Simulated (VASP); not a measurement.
Input of a VASP 6.6.1 run:

INCAR

```
ALGO     = Normal         # electronic algorithm
EDIFF    = 1E-7           # SCF threshold, eV
ENCUT    = 520            # plane-wave cutoff, eV
ISIF     = 2              # what is computed and relaxed
ISMEAR   = -1             # smearing method
LASPH    = True           # aspherical terms in the spheres
LCHARG   = False          # write CHGCAR
LREAL    = False          # projectors in reciprocal space
LWAVE    = False          # write WAVECAR
NBANDS   = 10             # bands
NELM     = 80             # most SCF steps
PREC     = Accurate       # precision mode
SIGMA    = 0.08           # smearing width, eV
```

Contents of KPOINTS:

```
k-points
0
Gamma
  12 12 12
```

File POSCAR:

```
Al
1.0
    0.0000000000      2.5781516742      2.5781516742
    2.5781516742      0.0000000000      2.5781516742
    2.5781516742      2.5781516742      0.0000000000
Al
2
Direct
   -0.1250000000     -0.1250000000     -0.1250000000
    0.1250000000      0.1250000000      0.1250000000
```

Potentials or basis: VASP PAW LDA potentials, release 64 (Al).

Launch:

```console
$ cat potpaw_LDA.64/Al/POTCAR > POTCAR
$ mpirun -np 1 vasp_std > vasp.out
```

(1) Predict the band gap on the k mesh.

(2) Predict the pressure.

Results:

(1) zero (band 3 reaches 9.55 eV, above the bottom of band 4 at 3.92 eV).

(2) 41.2 GPa.
